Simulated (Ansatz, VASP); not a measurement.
# SnTe: VASP beside Ansatz

File INCAR:

```
ALGO = Normal
EDIFF = 1E-6
ENCUT = 500
GGA = PE
GGA_COMPAT = False
ISIF = 2
ISMEAR = 0
LASPH = True
LCHARG = False
LREAL = False
LWAVE = False
NBANDS = 17
NELM = 120
PREC = Accurate
SIGMA = 0.1
```

KPOINTS

```
k-points
0
Gamma
  4 4 4
```

Contents of POSCAR:

```
SnTe
1.0
    0.0000000000      3.6111460000      3.6111460000
    3.6111460000      0.0000000000      3.6111460000
    3.6111460000      3.6111460000      0.0000000000
Sn Te
1 1
Direct
    0.1890000000      0.2280000000      0.7770000000
    0.9390000000      0.9780000000      1.5270000000
```

Input for Ansatz:

```yaml
crystal:
  lattice:
    - [0.0, 3.611146, 3.611146]
    - [3.611146, 0.0, 3.611146]
    - [3.611146, 3.611146, 0.0]
  atoms:
    - { symbol: Sn, position: [0.189, 0.228, 0.777] }
    - { symbol: Te, position: [0.939, 0.978, 1.527] }
basis:
  ecutwfc: 420
kpoints:
  mp_grid: { grid: [4, 4, 4] }
hamiltonian:
  xc: pbe
scf:
  occupations: { method: gaussian, width: 0.1 }
output:
  forces: true
  stress: true
  eigenvalues: true
```

Alike in both runs: task single point; functional PBE; k mesh 4 × 4 × 4; occupations gaussian, width 0.1 eV; no spin polarisation.

```csv
,VASP,Ansatz
version,VASP 6.6.1,Ansatz 0.2.0
potentials or method,"VASP PAW PBE potentials, release 64 (Sn_d, Te), cutoff 500 eV","scalar-relativistic, plane waves, PAW"
valence electrons in the cell,20,30
```

```tsv
	VASP	Ansatz	Ansatz less VASP
gap on the k mesh at the Fermi level (eV)	0.10	0.10	+0.002
least direct gap on the mesh (eV)	0.80	0.80	+0.001
pressure (GPa)	-0.3	-0.3	+0.01
```

VASP's potentials hold 20 valence electrons a cell and Ansatz's 30, so a difference there can come from the potentials and not from the codes.

Spin-orbit coupling is off throughout.
